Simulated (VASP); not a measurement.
Input of a VASP 6.6.1 run:

The input INCAR:

```
SYSTEM = Ba
PREC     = Accurate       ! precision mode
ENCUT    = 520            ! plane-wave cutoff, eV
EDIFF    = 1E-7           ! SCF threshold, eV
ISMEAR   = -1             ! smearing method
SIGMA    = 0.05           ! smearing width, eV
LREAL    = .False.        ! projectors in reciprocal space
LASPH    = .True.         ! aspherical terms in the spheres
NELM     = 100            ! most SCF steps
ALGO     = Normal         ! electronic algorithm
ISIF     = 2              ! what is computed and relaxed
LWAVE    = .False.        ! write WAVECAR
LCHARG   = .False.        ! write CHGCAR
GGA      = PS             ! functional
NBANDS   = 17             ! bands
```

KPOINTS

```
regular mesh
0
Gamma
  9 9 9
  0 0 0
```

File POSCAR:

```
Ba
1.0
    0.0000000000      3.0895188088      3.0895188088
    3.0895188088      0.0000000000      3.0895188088
    3.0895188088      3.0895188088      0.0000000000
Ba
2
Direct
   -0.1250000000     -0.1250000000     -0.1250000000
    0.1250000000      0.1250000000      0.1250000000
```

Potentials or basis: VASP PAW PBE potentials, release 64 (Ba_sv).

Run with:

```bash
$ cat potpaw_PBE.64/Ba_sv/POTCAR > POTCAR
$ mpirun -np 1 vasp_std > vasp.out
```

Task: What does it give for the pressure?

Result: 46.4 GPa.

Task: Estimate the band gap on the k mesh.

Result: Zero (bands 10 and 11 overlap by 0.80 eV).

Caveat: the cell stands under pressure; the PAW data sets were made with another functional, which shifts forces and pressure a little; spin-orbit coupling is left out, which moves the levels of the heavy elements.
